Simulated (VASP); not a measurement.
# NaCl (Pm-3m) in VASP: further runs

NaCl is run at these levels: BLYP+D3(BJ), BLYP, PBEsol-based global hybrid with 25 % exact exchange; tasks: single point, relaxation of cell and atoms.

Program: VASP 6.6.1. These are calculated values, not measurements. Logs are shortened: lines on timing, memory, paths and dates and some standing lists are left out, and cuts for length are marked.

### Step 1. The cell of the first run

The structure is cubic, space group Pm-3m (No. 221). The conventional cell has a = 3.399 Å, b = 3.399 Å, c = 3.399 Å, α = 90.00°, β = 90.00°, γ = 90.00°. Within 3.9 Å of Cl (site symmetry m-3m) lie 8 Na at 2.94 Å and 6 Cl at 3.40 Å. Within 3.9 Å of Na (site symmetry m-3m) lie 8 Cl at 2.94 Å and 6 Na at 3.40 Å.

### Step 2. Single point, BLYP+D3(BJ)

INCAR

```
SYSTEM = NaCl
PREC = Accurate
ENCUT = 520
EDIFF = 1E-6
ISMEAR = -1
SIGMA = 0.05
LREAL = .FALSE.
LASPH = .TRUE.
NELM = 100
ALGO = Normal
ISIF = 2
LWAVE = .FALSE.
LCHARG = .TRUE.
GGA = B5
ALDAX = 1.0
AGGAX = 1.0
AGGAC = 1.0
ALDAC = 0.0
IVDW = 12
VDW_S6 = 1.0
VDW_S8 = 2.6996
VDW_A1 = 0.4298
VDW_A2 = 4.2359
LELF = .TRUE.
LVHAR = .TRUE.
NBANDS = 14
```

KPOINTS

```
regular mesh
0
G
  8 8 8
  0 0 0
```

POSCAR

```
NaCl
1.0
    3.3988348888      0.0000000000      0.0000000000
    0.0000000000      3.3988348888      0.0000000000
    0.0000000000      0.0000000000      3.3988348888
Cl Na
1 1
Direct
    0.5000000000      0.5000000000      0.5000000000
    0.0000000000      0.0000000000      0.0000000000
```

Potentials or basis: VASP PAW PBE potentials, release 64 (Cl, Na_pv).

Launch:

```
$ cat potpaw_PBE.64/Cl/POTCAR potpaw_PBE.64/Na_pv/POTCAR > POTCAR
$ mpirun -np 1 vasp_std > vasp.out
```

OUTCAR:

```text
SYSTEM = NaCl
   PREC = Accurate
   ENCUT = 520
   EDIFF = 1E-6
   ISMEAR = -1
   LREAL = .FALSE.
   LASPH = .TRUE.
   NELM = 100
   ISIF = 2
   GGA = B5
   IVDW = 12
 IVDW          = 12

 ion  position               nearest neighbor table
   1  0.500  0.500  0.500-
   2  0.000  0.000  0.000-

  LATTYP: Found a simple cubic cell.
 ALAT       =     3.3988348888

  Lattice vectors:

 A1 = (   3.3988348888,   0.0000000000,   0.0000000000)
 A2 = (   0.0000000000,   3.3988348888,   0.0000000000)
 A3 = (   0.0000000000,   0.0000000000,   3.3988348888)

Analysis of symmetry for initial positions (statically):
=====================================================================
 Subroutine PRICEL returns:
 Original cell was already a primitive cell.

 Routine SETGRP: Setting up the symmetry group for a
 simple cubic supercell.

 Subroutine GETGRP returns: Found 48 space group operations
 (whereof 48 operations were pure point group operations)
 out of a pool of 48 trial point group operations.

The static configuration has the point symmetry O_h .

Analysis of symmetry for dynamics (positions and initial velocities):
=====================================================================
 Subroutine PRICEL returns:
 Original cell was already a primitive cell.

 Routine SETGRP: Setting up the symmetry group for a
 simple cubic supercell.

 Subroutine GETGRP returns: Found 48 space group operations
 (whereof 48 operations were pure point group operations)
 out of a pool of 48 trial point group operations.

The dynamic configuration has the point symmetry O_h .

 Subroutine INISYM returns: Found 48 space group operations
 (whereof 48 operations are pure point group operations),
 and found     1 'primitive' translations

----------------------------------------------------------------------------------------

                                     Primitive cell

  volume of cell :      39.2636

  direct lattice vectors                    reciprocal lattice vectors
     3.398834889  0.000000000  0.000000000     0.294218470  0.000000000  0.000000000
     0.000000000  3.398834889  0.000000000     0.000000000  0.294218470  0.000000000
     0.000000000  0.000000000  3.398834889     0.000000000  0.000000000  0.294218470

  length of vectors
     3.398834889  3.398834889  3.398834889     0.294218470  0.294218470  0.294218470

  position of ions in fractional coordinates (direct lattice)
     0.500000000  0.500000000  0.500000000
     0.000000000  0.000000000  0.000000000

  ion indices of the primitive-cell ions
   primitive index   ion index
                 1           1
                 2           2

----------------------------------------------------------------------------------------

 KPOINTS: regular mesh

Automatic generation of k-mesh.
 Grid dimensions read from file:
 generate k-points for:    8    8    8

 Generating k-lattice:

  Cartesian coordinates                     Fractional coordinates (reciprocal lattice)
     0.036777309  0.000000000  0.000000000     0.125000000  0.000000000  0.000000000
     0.000000000  0.036777309  0.000000000     0.000000000  0.125000000  0.000000000
     0.000000000  0.000000000  0.036777309     0.000000000  0.000000000  0.125000000

  Length of vectors
     0.036777309  0.036777309  0.036777309

  Shift w.r.t. Gamma in fractional coordinates (k-lattice)
     0.000000000  0.000000000  0.000000000

 Subroutine IBZKPT returns following result:
 ===========================================

 Found     35 irreducible k-points:

 Following reciprocal coordinates:
            Coordinates               Weight
  0.000000  0.000000  0.000000      1.000000
  0.125000  0.000000  0.000000      6.000000
  0.250000  0.000000  0.000000      6.000000
  0.375000  0.000000  0.000000      6.000000
  0.500000  0.000000  0.000000      3.000000
  0.125000  0.125000  0.000000     12.000000
[... 16 lines left out ...]
  0.375000  0.375000  0.125000     24.000000
  0.500000  0.375000  0.125000     24.000000
 [... further k-points ...]
   k-points           NKPTS =     35   k-points in BZ     NKDIM =     35   number of bands    NBANDS=     14
   number of dos      NEDOS =    301   number of ions     NIONS =      2
   total plane-waves  NPLWV =  21952
   dimension x,y,z NGX =    28 NGY =   28 NGZ =   28
   dimension x,y,z NGXF=    56 NGYF=   56 NGZF=   56
   ions per type =               1   1
   NGX,Y,Z   is equivalent  to a cutoff of  13.70, 13.70, 13.70 a.u.
   NGXF,Y,Z  is equivalent  to a cutoff of  27.39, 27.39, 27.39 a.u.
 SYSTEM =  NaCl
   PREC   = accura    normal or accurate (medium, high low for compatibility)
   ISTART =      0    job   : 0-new  1-cont  2-samecut
   ICHARG =      2    charge: 1-file 2-atom 10-const
   ISPIN  =      1    spin polarized calculation?
   LNONCOLLINEAR =      F non collinear calculations
   LSORBIT =      F    spin-orbit coupling
   LASPH  =      T    aspherical Exc in radial PAW
   ENCUT  =  520.0 eV  38.22 Ry    6.18 a.u.   6.32  6.32  6.32*2*pi/ulx,y,z
   NELM   =    100;   NELMIN=  2; NELMDL= -5     # of ELM steps
   EDIFF  = 0.1E-05   stopping-criterion for ELM
   LREAL  =      F    real-space projection
   EDIFFG = 0.1E-04   stopping-criterion for IOM
   NSW    =      0    number of steps for IOM
   IBRION =     -1    ionic relax: 0-MD 1-quasi-New 2-CG
   NFREE  =      0    steps in history (QN), initial steepest desc. (CG)
   ISIF   =      2    stress and relaxation
   ISYM   =      2    0-nonsym 1-usesym 2-fastsym
   POTIM  = 0.5000    time-step for ionic-motion
   TEBEG  =    0.0;   TEEND  =   0.0 temperature during run
   PSTRESS=    0.0 pullay stress
   NELECT =      14.0000    total number of electrons
   NUPDOWN=      -1.0000    fix difference up-down
   EMIN   =  10.00;   EMAX   =-10.00  energy-range for DOS
   EFERMI =   0.00;   METHOD = LEGACY
   ISMEAR =    -1;   SIGMA  =   0.05  broadening in eV -4-tet -1-fermi 0-gaus
   EFERMI_NEDOS =   21; number of points for ismear=-14 and -15
   IALGO  =     38    algorithm
   IMIX   =      4    mixing-type and parameters
     AMIX     =   0.40;   BMIX     =  1.00
     AMIX_MAG =   1.60;   BMIX_MAG =  1.00
  volume/ion in A,a.u.               =      19.63       132.48
  Fermi-wavevector in a.u.,A,eV,Ry     =   1.160880  2.193746 18.335797  1.347643
  Thomas-Fermi vector in A             =   2.297458
   LORBIT       =      0    0 simple, 1 ext, 2 COOP (PROOUT), +10 PAW based schemes
   GGA     = B5    functional components
   LHFCALC =     F    Hartree Fock is set to
   AEXX    =    0.0000 exact exchange contribution
   IVDW    =    12    specifies the selected vdW correction
   LEPSILON=     F    determine dielectric tensor
   LRPA    =     F    only Hartree local field effects (RPA)
 non-spin polarized calculation
  energy-cutoff  :      520.00
  volume of cell :       39.26
 maximum number of plane-waves:      1074
 NGX is ok and might be reduce to    28
   NGX = 13   NGY = 13   NGZ = 13

 number of electron      14.0000014 magnetization

 Free energy of the ion-electron system (eV)
  ---------------------------------------------------
  ext. energy  EPLUGINS =         0.00000000
  ---------------------------------------------------
  free energy    TOTEN  =        -5.97677175 eV

  energy without entropy =       -5.97677175  energy(sigma->0) =       -5.97677175

 E-fermi :   2.4115     XC(G=0):  -8.4707

 val. band max:        1.3912690563   @ k =   0.5000   0.5000   0.0000
 cond. band min:       5.7698686822   @ k =   0.0000   0.0000   0.0000
 fundamental gap:      4.3785996259
 Fermi energy:         2.4115423825

 k-point     1 :       0.0000    0.0000    0.0000
  band No.  band energies     occupation
      1     -20.9232      2.00000
      2     -20.9232      2.00000
      3     -20.9232      2.00000
      4     -12.2822      2.00000
      5       0.8261      2.00000
      6       0.8261      2.00000
      7       0.8261      2.00000
      8       5.7699      0.00000
      9       9.9959      0.00000
     10       9.9959      0.00000
     11      17.5723      0.00000
     12      17.5724      0.00000
     13      17.5740      0.00000
     14      17.8831      0.00000

 k-point     2 :       0.1250    0.0000    0.0000
  band No.  band energies     occupation
      1     -20.9313      2.00000
      2     -20.9224      2.00000
      3     -20.9224      2.00000
      4     -12.2211      2.00000
      5       0.2746      2.00000
      6       0.8628      2.00000
      7       0.8628      2.00000
      8       6.2402      0.00000
      9      10.1731      0.00000
     10      10.4189      0.00000
     11      16.1247      0.00000
     12      16.1247      0.00000
     13      17.3919      0.00000
     14      17.6973      0.00000

 k-point     3 :       0.2500    0.0000    0.0000
  band No.  band energies     occupation
      1     -20.9510      2.00000
      2     -20.9206      2.00000
      3     -20.9206      2.00000
      4     -12.0671      2.00000
      5      -0.7717      2.00000
      6       0.9542      2.00000
      7       0.9542      2.00000
      8       7.1667      0.00000
      9      10.6863      0.00000
     10      11.1533      0.00000
     11      14.7119      0.00000
     12      14.7119      0.00000
     13      17.0778      0.00000
     14      17.6646      0.00000

 k-point     4 :       0.3750    0.0000    0.0000
  band No.  band energies     occupation
      1     -20.9705      2.00000
      2     -20.9188      2.00000
      3     -20.9188      2.00000
      4     -11.9028      2.00000
      5      -1.6162      2.00000
      6       1.0495      2.00000
      7       1.0495      2.00000
      8       8.1411      0.00000
      9      11.0506      0.00000
     10      11.4351      0.00000
     11      13.7612      0.00000
     12      13.7612      0.00000
     13      15.7832      0.00000
     14      18.4500      0.00000

 k-point     5 :       0.5000    0.0000    0.0000
  band No.  band energies     occupation
      1     -20.9785      2.00000
      2     -20.9181      2.00000
      3     -20.9181      2.00000
      4     -11.8312      2.00000
      5      -1.9318      2.00000
      6       1.0904      2.00000
      7       1.0904      2.00000
      8       8.7201      0.00000
      9      10.6215      0.00000
     10      11.9290      0.00000
     11      13.4271      0.00000
[... 276 lines left out ...]
 k-point    22 :       0.5000    0.2500    0.1250
  band No.  band energies     occupation
      1     -20.9705      2.00000
      2     -20.9410      2.00000
      3     -20.9226      2.00000
      4     -11.6293      2.00000
      5      -1.5020      2.00000
      6      -0.1270      2.00000
      7       0.8403      2.00000
      8       8.6277      0.00000
      9      10.5134      0.00000
     10      11.2798      0.00000
     11      13.3632      0.00000
     12      14.7650      0.00000
     13      15.1602      0.00000
     14      19.3231      0.00000

 k-point    23 :       0.3750    0.3750    0.1250
  band No.  band energies     occupation
      1     -20.9601      2.00000
      2     -20.9581      2.00000
      3     -20.9216      2.00000
      4     -11.5646      2.00000
      5      -1.0234      2.00000
      6      -0.8860      2.00000
      7       0.9087      2.00000
      8       7.9178      0.00000
      9      10.8047      0.00000
     10      11.8281      0.00000
     11      12.8593      0.00000
     12      15.1788      0.00000
     13      15.3270      0.00000
     14      18.9362      0.00000

 k-point    24 :       0.5000    0.3750    0.1250
  band No.  band energies     occupation
      1     -20.9661      2.00000
      2     -20.9575      2.00000
      3     -20.9208      2.00000
      4     -11.5104      2.00000
      5      -1.2338      2.00000
      6      -0.8412      2.00000
      7       0.9620      2.00000
      8       7.5581      0.00000
      9      11.2514      0.00000
     10      11.5112      0.00000
     11      12.7671      0.00000
     12      15.3812      0.00000
     13      15.4834      0.00000
     14      18.4924      0.00000

 [... further k-points ...]

------------------------ aborting loop because EDIFF is reached ----------------------------------------

 Edisp (eV)   -1.10495

 E8    (eV) :    -0.7970

  FORCE on cell =-STRESS in cart. coord.  units (eV):
  Direction    XX          YY          ZZ          XY          YZ          ZX
  --------------------------------------------------------------------------------------
  -------------------------------------------------------------------------------------
  Total      -0.04539    -0.04539    -0.04539     0.00000     0.00000     0.00000
  in kB      -1.85237    -1.85237    -1.85237     0.00000     0.00000     0.00000
  external pressure =       -1.85 kB  Pullay stress =        0.00 kB

 VOLUME and BASIS-vectors are now :
 -----------------------------------------------------------------------------
  energy-cutoff  :      520.00
  volume of cell :       39.26
      direct lattice vectors                 reciprocal lattice vectors
     3.398834889  0.000000000  0.000000000     0.294218470  0.000000000  0.000000000
     0.000000000  3.398834889  0.000000000     0.000000000  0.294218470  0.000000000
     0.000000000  0.000000000  3.398834889     0.000000000  0.000000000  0.294218470

 POSITION                                       TOTAL-FORCE (eV/Angst)
 -----------------------------------------------------------------------------------
      1.69942      1.69942      1.69942         0.000000      0.000000      0.000000
      0.00000      0.00000      0.00000         0.000000      0.000000      0.000000
 -----------------------------------------------------------------------------------
    total drift:                               -0.000000      0.000000      0.000000

  FREE ENERGIE OF THE ION-ELECTRON SYSTEM (eV)
  ---------------------------------------------------
  free  energy   TOTEN  =        -7.0817229107 eV

  energy  without entropy=       -7.0817229106  energy(sigma->0) =       -7.08172291
```

Run time: 37 s. Hardware: 1 thread of Intel Xeon 8259CL, shared host; peak memory 0.17 GiB.

What came out:

* Free energy: -7.0817 eV
* Pressure: -0.2 GPa
* Band gap on the k mesh: 4.38 eV (least direct gap 4.94 eV)
* Dispersion energy per atom: -0.552 eV

Caveat: the PAW data sets were made with another functional, which shifts forces and pressure a little. A k mesh can miss the band edges.

(Part 1 of 2 ends here.)
